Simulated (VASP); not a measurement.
# HfN in VASP: further runs

The runs below take HfN through single point, with PBE+D3(BJ).

Everything below comes from runs of VASP 6.6.1. Logs are shortened: lines on timing, memory, paths and dates and some standing lists are left out, and cuts for length are marked.

**1. The cell of the first run**

The cell holds a slab with vacuum, 24 atoms: a = 6.388 Å, b = 6.388 Å, c = 24.407 Å, α = 90.00°, β = 90.00°, γ = 90.00°.

**2. Single point, PBE+D3(BJ)**

File INCAR:

```
SYSTEM = HfN
ALGO = Normal
DIPOL = 0.5 0.5 0.419
EDIFF = 1E-6
ENCUT = 520
GGA = PE
IDIPOL = 3
ISIF = 2
ISMEAR = 0
IVDW = 12
LASPH = .TRUE.
LCHARG = .TRUE.
LDIPOL = .TRUE.
LELF = .TRUE.
LREAL = Auto
LVACPOTAV = .TRUE.
LVHAR = .TRUE.
LWAVE = .FALSE.
NBANDS = 108
NELM = 80
PREC = Accurate
SIGMA = 0.1
```

File KPOINTS:

```
k-points
0
G
  3 3 1
  0 0 0
```

File POSCAR:

```
HfN
1.0
    6.3878118675      0.0000000000      0.0000000000
    0.0000000000      6.3878118675      0.0000000000
    0.0000000000      0.0000000000     24.4071650885
Hf N
12 12
Direct
    0.2500000000      0.2500000000      0.3277726017
    0.2500000000      0.7500000000      0.3277726017
    0.7500000000      0.2500000000      0.3277726017
    0.7500000000      0.7500000000      0.3277726017
    0.4992290782      0.5005138970      0.4194107789
    0.4992354145     -0.0004671680      0.4194109755
    0.0007056756      0.5007168582      0.4195915467
    0.0007044164     -0.0006709991      0.4195938007
    0.7489103486      0.7500120495      0.5062894462
    0.7496655506      0.2500576007      0.5072163167
    0.2503881068      0.7500298607      0.5078880122
    0.2502965817      0.2500612902      0.5067859398
    0.5000000000      0.5000000000      0.3277726017
    0.5000000000      0.0000000000      0.3277726017
    0.0000000000      0.5000000000      0.3277726017
    0.0000000000      0.0000000000      0.3277726017
    0.7499401153      0.7500221987      0.4169091836
    0.7500873393      0.2500218737      0.4174188412
    0.2500389327      0.7500212703      0.4167178577
    0.2498300415      0.2500209483      0.4171063155
   -0.0004287904      0.0000243956      0.5159799015
   -0.0004284662      0.5000613987      0.5159845311
    0.5002515473      0.0004365332      0.5153045170
    0.5002440395      0.4996475314      0.5153188939
```

Potentials or basis: VASP PAW PBE potentials, release 64 (Hf_pv, N).

On the command line:

```
cat potpaw_PBE.64/Hf_pv/POTCAR potpaw_PBE.64/N/POTCAR > POTCAR
mpirun -np 1 vasp_std > vasp.out
```

OUTCAR:

```text
SYSTEM = HfN
   EDIFF = 1E-6
   ENCUT = 520
   GGA = PE
   ISIF = 2
   ISMEAR = 0
   IVDW = 12
   LASPH = .TRUE.
   LREAL = Auto
   NELM = 80
   PREC = Accurate
 IVDW          = 12

 ion  position               nearest neighbor table
   1  0.250  0.250  0.328-  20 2.18  14 2.26  15 2.26  16 2.26  13 2.26   6 3.18   5 3.18   8 3.18
                             7 3.18   3 3.19   2 3.19   2 3.19   3 3.19
   2  0.250  0.750  0.328-  19 2.17  14 2.26  15 2.26  16 2.26  13 2.26   5 3.17   6 3.17   7 3.18
                             8 3.18   4 3.19   1 3.19   1 3.19   4 3.19
   3  0.750  0.250  0.328-  18 2.19  14 2.26  15 2.26  16 2.26  13 2.26   6 3.18   5 3.18   8 3.19
                             7 3.19   4 3.19   1 3.19   4 3.19   1 3.19
   4  0.750  0.750  0.328-  17 2.18  14 2.26  15 2.26  16 2.26  13 2.26   5 3.18   6 3.18   7 3.18
                             8 3.18   3 3.19   2 3.19   3 3.19   2 3.19
   5  0.499  0.501  0.419-  13 2.24  19 2.25  20 2.26  17 2.26  18 2.27  24 2.34   9 3.10  12 3.10
                            10 3.12  11 3.12   2 3.17   1 3.18   4 3.18   3 3.18   7 3.18   6 3.19
   6  0.499  1.000  0.419-  14 2.24  19 2.25  20 2.26  17 2.26  18 2.27  23 2.34   9 3.10  12 3.10
                            10 3.12  11 3.12   2 3.17   1 3.18   4 3.18   3 3.18   8 3.18   5 3.19
   7  0.001  0.501  0.420-  15 2.24  19 2.25  20 2.26  17 2.26  18 2.26  22 2.35   9 3.10  12 3.10
                            10 3.12  11 3.12   2 3.18   4 3.18   1 3.18   5 3.18   8 3.19   3 3.19
   8  0.001  0.999  0.420-  16 2.24  19 2.25  20 2.26  17 2.26  18 2.26  21 2.35   9 3.10  12 3.10
                            10 3.12  11 3.12   2 3.18   1 3.18   4 3.18   6 3.18   7 3.19   3 3.19
   9  0.749  0.750  0.506-  17 2.18  24 2.26  23 2.27  22 2.27  21 2.27   5 3.10   6 3.10   7 3.10
[... 5 lines left out ...]
  12  0.250  0.250  0.507-  20 2.19  24 2.27  23 2.27  22 2.27  21 2.27   7 3.10   5 3.10   8 3.10
                             6 3.10  10 3.19  11 3.19  11 3.19  10 3.20
  13  0.500  0.500  0.328-   5 2.24   2 2.26   3 2.26   4 2.26   1 2.26
  14  0.500  0.000  0.328-   6 2.24   2 2.26   3 2.26   4 2.26   1 2.26
  15  0.000  0.500  0.328-   7 2.24   2 2.26   3 2.26   4 2.26   1 2.26
  16  0.000  0.000  0.328-   8 2.24   2 2.26   3 2.26   4 2.26   1 2.26
  17  0.750  0.750  0.417-   4 2.18   9 2.18   7 2.26   8 2.26   6 2.26   5 2.26
  18  0.750  0.250  0.417-   3 2.19  10 2.19   8 2.26   7 2.26   6 2.27   5 2.27
  19  0.250  0.750  0.417-   2 2.17  11 2.23   7 2.25   8 2.25   5 2.25   6 2.25
  20  0.250  0.250  0.417-   1 2.18  12 2.19   8 2.26   7 2.26   5 2.26   6 2.26
  21  1.000  0.000  0.516-  10 2.27  11 2.27  12 2.27   9 2.27   8 2.35
  22  1.000  0.500  0.516-  10 2.27  11 2.27  12 2.27   9 2.27   7 2.35
  23  0.500  0.000  0.515-  10 2.26   9 2.27  12 2.27  11 2.27   6 2.34
  24  0.500  0.500  0.515-  10 2.26   9 2.26  12 2.27  11 2.27   5 2.34

  LATTYP: Found a simple tetragonal cell.
 ALAT       =     6.3878118675
 C/A-ratio  =     3.8208960431

  Lattice vectors:

 A1 = (   6.3878118675,   0.0000000000,   0.0000000000)
 A2 = (   0.0000000000,   6.3878118675,   0.0000000000)
 A3 = (   0.0000000000,   0.0000000000,  24.4071650885)

Analysis of symmetry for initial positions (statically):
=====================================================================
 Subroutine PRICEL returns:
 Original cell was already a primitive cell.

 Routine SETGRP: Setting up the symmetry group for a
 simple tetragonal supercell.

 Subroutine GETGRP returns: Found  1 space group operations
 (whereof  1 operations were pure point group operations)
 out of a pool of 16 trial point group operations.

The static configuration has the point symmetry C_1 .

Analysis of symmetry for dynamics (positions and initial velocities):
=====================================================================
 Subroutine PRICEL returns:
 Original cell was already a primitive cell.

 Routine SETGRP: Setting up the symmetry group for a
 simple tetragonal supercell.

 Subroutine GETGRP returns: Found  1 space group operations
 (whereof  1 operations were pure point group operations)
 out of a pool of 16 trial point group operations.

The dynamic configuration has the point symmetry C_1 .

 Subroutine INISYM returns: Found  1 space group operations
 (whereof  1 operations are pure point group operations),
 and found     1 'primitive' translations

----------------------------------------------------------------------------------------

                                     Primitive cell

  volume of cell :     995.9134

  direct lattice vectors                    reciprocal lattice vectors
     6.387811867  0.000000000  0.000000000     0.156548130  0.000000000  0.000000000
[... 72 lines left out ...]
     0.000000000  0.000000000  0.040971575     0.000000000  0.000000000  1.000000000

  Length of vectors
     0.052182710  0.052182710  0.040971575

  Shift w.r.t. Gamma in fractional coordinates (k-lattice)
     0.000000000  0.000000000  0.000000000

 Subroutine IBZKPT returns following result:
 ===========================================

 Found      5 irreducible k-points:

 Following reciprocal coordinates:
            Coordinates               Weight
  0.000000  0.000000  0.000000      1.000000
  0.333333  0.000000  0.000000      2.000000
  0.000000  0.333333  0.000000      2.000000
  0.333333  0.333333  0.000000      2.000000
 -0.333333  0.333333  0.000000      2.000000
   k-points           NKPTS =      5   k-points in BZ     NKDIM =      5   number of bands    NBANDS=    108
   number of dos      NEDOS =    301   number of ions     NIONS =     24
   total plane-waves  NPLWV = 442368
   dimension x,y,z NGX =    48 NGY =   48 NGZ =  192
   dimension x,y,z NGXF=    96 NGYF=   96 NGZF=  384
   ions per type =              12  12
   NGX,Y,Z   is equivalent  to a cutoff of  12.49, 12.49, 13.08 a.u.
   NGXF,Y,Z  is equivalent  to a cutoff of  24.98, 24.98, 26.16 a.u.
 SYSTEM =  HfN
   PREC   = accura    normal or accurate (medium, high low for compatibility)
   ISTART =      0    job   : 0-new  1-cont  2-samecut
   ICHARG =      2    charge: 1-file 2-atom 10-const
   ISPIN  =      1    spin polarized calculation?
   LNONCOLLINEAR =      F non collinear calculations
   LSORBIT =      F    spin-orbit coupling
   LASPH  =      T    aspherical Exc in radial PAW
   ENCUT  =  520.0 eV  38.22 Ry    6.18 a.u.  11.88 11.88 45.38*2*pi/ulx,y,z
   NELM   =     80;   NELMIN=  2; NELMDL= -5     # of ELM steps
   EDIFF  = 0.1E-05   stopping-criterion for ELM
   LREAL  =      T    real-space projection
   EDIFFG = 0.1E-04   stopping-criterion for IOM
   NSW    =      0    number of steps for IOM
   IBRION =     -1    ionic relax: 0-MD 1-quasi-New 2-CG
   NFREE  =      0    steps in history (QN), initial steepest desc. (CG)
   ISIF   =      2    stress and relaxation
   ISYM   =      2    0-nonsym 1-usesym 2-fastsym
   POTIM  = 0.5000    time-step for ionic-motion
   TEBEG  =    0.0;   TEEND  =   0.0 temperature during run
   PSTRESS=    0.0 pullay stress
   NELECT =     180.0000    total number of electrons
   NUPDOWN=      -1.0000    fix difference up-down
   EMIN   =  10.00;   EMAX   =-10.00  energy-range for DOS
   EFERMI =   0.00;   METHOD = LEGACY
   ISMEAR =     0;   SIGMA  =   0.10  broadening in eV -4-tet -1-fermi 0-gaus
   EFERMI_NEDOS =   21; number of points for ismear=-14 and -15
   IALGO  =     38    algorithm
   IMIX   =      4    mixing-type and parameters
     AMIX     =   0.40;   BMIX     =  1.00
     AMIX_MAG =   1.60;   BMIX_MAG =  1.00
  volume/ion in A,a.u.               =      41.50       280.03
  Fermi-wavevector in a.u.,A,eV,Ry     =   0.925604  1.749138 11.656689  0.856742
  Thomas-Fermi vector in A             =   2.051476
   LORBIT       =      0    0 simple, 1 ext, 2 COOP (PROOUT), +10 PAW based schemes
   GGA     = PE    functional components
   LHFCALC =     F    Hartree Fock is set to
   AEXX    =    0.0000 exact exchange contribution
   IVDW    =    12    specifies the selected vdW correction
   LEPSILON=     F    determine dielectric tensor
   LRPA    =     F    only Hartree local field effects (RPA)
 non-spin polarized calculation
 Gauss-broadening in eV      SIGMA  =   0.10
  energy-cutoff  :      520.00
  volume of cell :      995.91
 maximum number of plane-waves:     26867
   NGX = 23   NGY = 23   NGZ = 91

 dipolmoment           0.000000      0.000000      0.011499 electrons x Angstroem

 number of electron     179.9999970 magnetization

 dipolmoment           0.000000      0.000000     -0.120256 electrons x Angstroem

 Free energy of the ion-electron system (eV)
  ---------------------------------------------------
  ext. energy  EPLUGINS =         0.00000000
  ---------------------------------------------------
  free energy    TOTEN  =      -253.43418607 eV

  energy without entropy =     -253.42347410  energy(sigma->0) =     -253.42883009

 E-fermi :   0.4073     XC(G=0):  -4.4425

 val. band max:        0.2807291384   @ k =   0.3333   0.0000   0.0000
 cond. band min:       0.5465651786   @ k =   0.3333   0.0000   0.0000
 fundamental gap:      0.2658360403
 Fermi energy:         0.4072571780

 k-point     1 :       0.0000    0.0000    0.0000
  band No.  band energies     occupation
      1     -31.8842      2.00000
      2     -31.8831      2.00000
      3     -31.8166      2.00000
      4     -31.8166      2.00000
      5     -31.8036      2.00000
      6     -31.6929      2.00000
[... 514 lines left out ...]
    101       1.8847      0.00000
    102       1.8932      0.00000
 [bands above 102 left out]

------------------------ aborting loop because EDIFF is reached ----------------------------------------

 Edisp (eV)   -6.04315

 E8    (eV) :    -2.9310

  FORCE on cell =-STRESS in cart. coord.  units (eV):
  Direction    XX          YY          ZZ          XY          YZ          ZX
  --------------------------------------------------------------------------------------
  -------------------------------------------------------------------------------------
  Total     -24.06770   -24.07017    -2.69997     0.00001    -0.00857     0.02191
  in kB     -38.71895   -38.72292    -4.34358     0.00002    -0.01379     0.03525
  external pressure =      -27.26 kB  Pullay stress =        0.00 kB

 VOLUME and BASIS-vectors are now :
 -----------------------------------------------------------------------------
  energy-cutoff  :      520.00
  volume of cell :      995.91
      direct lattice vectors                 reciprocal lattice vectors
     6.387811867  0.000000000  0.000000000     0.156548130  0.000000000  0.000000000
     0.000000000  6.387811867  0.000000000     0.000000000  0.156548130  0.000000000
     0.000000000  0.000000000 24.407165089     0.000000000  0.000000000  0.040971575

 POSITION                                       TOTAL-FORCE (eV/Angst)
 -----------------------------------------------------------------------------------
      1.59695      1.59695      8.00000        -0.010578     -0.000223      1.267173
      1.59695      4.79086      8.00000        -0.009117      0.000716      1.167663
      4.79086      1.59695      8.00000         0.011329     -0.000203      1.328800
      4.79086      4.79086      8.00000         0.010496      0.000704      1.259192
      3.18898      3.19719     10.23663         0.042831     -0.043345     -0.024266
      3.18902      6.38483     10.23663         0.042322      0.042814     -0.024282
[... 16 lines left out ...]
      3.19551      0.00279     12.57712        -0.025699     -0.023508      0.006494
      3.19546      3.19165     12.57747        -0.025194      0.023178      0.005136
 -----------------------------------------------------------------------------------
    total drift:                               -0.000776     -0.000516      0.007844

  FREE ENERGIE OF THE ION-ELECTRON SYSTEM (eV)
  ---------------------------------------------------
  free  energy   TOTEN  =      -259.4773322135 eV

  energy  without entropy=     -259.4666202487  energy(sigma->0) =     -259.47197623

 vacuum level on the upper side and lower side of the slab         2.925         3.459
```

Run time: 54 min. Hardware: 1 thread of Intel Xeon 8259CL, shared host; peak memory 1 GiB.

What came out:

```
Free energy                : -259.4773 eV
Largest force              : 1.329 eV/Å
Band gap on the k mesh     : 0.27 eV
Dispersion energy per atom : -0.252 eV
```

Forces on the atoms (eV/Å):
```
Hf  -0.011  0.000  1.267
Hf  -0.009  0.001  1.168
Hf   0.011  0.000  1.329
Hf   0.010  0.001  1.259
Hf   0.043 -0.043 -0.024
Hf   0.042  0.043 -0.024
Hf  -0.044 -0.056 -0.043
Hf  -0.043  0.056 -0.044
Hf   0.134  0.003  0.180
Hf   0.083 -0.002 -0.134
Hf  -0.109  0.001 -0.418
Hf  -0.082 -0.003  0.024
N    0.009 -0.013 -1.137
N    0.009  0.013 -1.138
N   -0.011 -0.010 -1.104
N   -0.011  0.011 -1.104
N   -0.006  0.000 -0.019
N   -0.006  0.000 -0.049
N   -0.003  0.000  0.222
N    0.008  0.000  0.003
N    0.018  0.004 -0.112
N    0.018 -0.004 -0.112
N   -0.026 -0.024  0.006
N   -0.025  0.023  0.005
```

Levels at points of the mesh, in eV from the valence-band top:
| k point | band 88 | band 89 | band 90 | band 91 | band 92 | band 93 |
| --- | --- | --- | --- | --- | --- | --- |
| (0.00, 0.00, 0.00) | -2.11 | -0.70 | -0.28 | 0.54 | 0.54 | 0.61 |

Caveat: semilocal functionals underestimate gaps, and a narrow one can read as zero; spin-orbit coupling is left out, which moves the levels of the heavy elements.

[end of part 1 of 2]
